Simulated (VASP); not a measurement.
# SrLaTlCuO5: relaxation of shape and atoms at fixed volume with LDA

SrLaTlCuO5:

```
Sr La Tl Cu O
1.0
     3.80831    0.00000    0.00000
     0.00000    3.80831    0.00000
     0.00000    0.00000    8.94022
Sr La Tl Cu O
1 1 1 1 5
Cartesian
  1.9042 1.9042 7.0061
  1.9042 1.9042 1.7605
  0.0000 0.0000 4.4401
  0.0000 0.0000 8.8642
  0.0000 0.0000 6.5306
  0.0000 0.0000 2.3429
  0.0000 1.9042 0.0912
  1.9042 0.0000 0.0912
  1.9042 1.9042 4.2766
```

| Property | Result |
| --- | --- |
| Program | VASP 6.6.1 |
| Task | relaxation of shape and atoms at fixed volume |
| Functional | LDA |
| Potentials or basis | VASP PAW LDA potentials, release 64 (Sr_sv, La, Tl_d, Cu, O) |
| Cutoff | 600 eV |
| k mesh | 6 × 6 × 3 |
| Occupations | methfessel-paxton, width 0.1 eV |
| Spin | no spin polarisation |
| Dipole correction | no |
| Further INCAR settings | ALGO = Normal; EDIFF = 1e-06; IBRION = 2; EDIFFG = -0.01; NSW = 50; ISIF = 4 |

```
Energy gained by relaxing    : 0.4 meV/atom
Ionic steps                  : 11
Pressure after relaxing      : -9.4 GPa
Largest force after relaxing : 0.008 eV/Å
Band gap on the k mesh       : zero (an odd number of electrons rules out a gap without spin polarisation)
```

Forces on the atoms (eV/Å):
```
Sr   0.000  0.000  0.007
La   0.000  0.000 -0.008
Tl   0.000  0.000  0.008
Cu   0.000  0.000  0.003
O    0.000  0.000 -0.003
O    0.000  0.000 -0.003
O    0.000  0.000 -0.001
O    0.000  0.000 -0.001
O    0.000  0.000 -0.002
```

The path:
```
step  energy change (eV)  largest force (eV/Å)  pressure (GPa)  volume (Å³)
   1              0.0000                0.1902           -9.61       129.66
   2             -0.0023                0.0731           -9.50       129.66
   3             -0.0023                0.0861           -9.49       129.66
   4             -0.0028                0.0539           -9.43       129.66
   5             -0.0028                0.0586           -9.45       129.66
   6             -0.0032                0.0399           -9.43       129.66
   7             -0.0036                0.0323           -9.40       129.66
   8             -0.0037                0.0220           -9.41       129.66
   9             -0.0038                0.0270           -9.37       129.66
  10             -0.0038                0.0436           -9.36       129.66
  11             -0.0038                0.0080           -9.37       129.66
```

Final structure:
```
Sr La Tl Cu O
1.0
     3.81070    0.00000    0.00000
     0.00000    3.81070    0.00000
     0.00000    0.00000    8.92903
Sr La Tl Cu O
1 1 1 1 5
Cartesian
  1.9053 1.9053 7.0162
  1.9053 1.9053 1.7527
  0.0000 0.0000 4.4293
  0.0000 0.0000 8.8766
  0.0000 0.0000 6.5103
  0.0000 0.0000 2.3366
  0.0000 1.9053 0.0929
  1.9053 0.0000 0.0929
  1.9053 1.9053 4.2515
```

Levels at points of the mesh, in eV from the Fermi level:
```csv
k point,band 34,band 35,band 36,band 37,band 38,band 39,band 40,band 41,band 42,band 43
"(0.00, 0.00, 0.00)",-2.09,-2.02,-1.86,-1.86,-1.84,0.25,2.07,3.11,3.23,3.32
"(0.50, 0.00, 0.00)",-1.67,-1.35,-1.33,-1.20,-0.38,2.18,2.43,2.96,3.25,3.29
"(0.50, 0.50, 0.00)",-1.52,-1.27,-1.21,-1.21,1.52,1.89,3.07,3.07,3.22,3.22
```

It took 9.7 min on 1 thread of Intel(R) Xeon(R) 6975P-C (Granite Rapids) (shared host), peak memory 0.35 GiB.

Caveat: spin-orbit coupling is left out, which moves the levels of the heavy elements; an odd number of electrons without spin polarisation forces a metal; a magnetic or distorted state may lie lower; semilocal functionals often make such compounds metallic where correlation or magnetic order opens a gap, which also shifts bond lengths. With open d or f shells a metallic result of LDA can be an artefact of self-interaction; +U or a hybrid may open a gap.
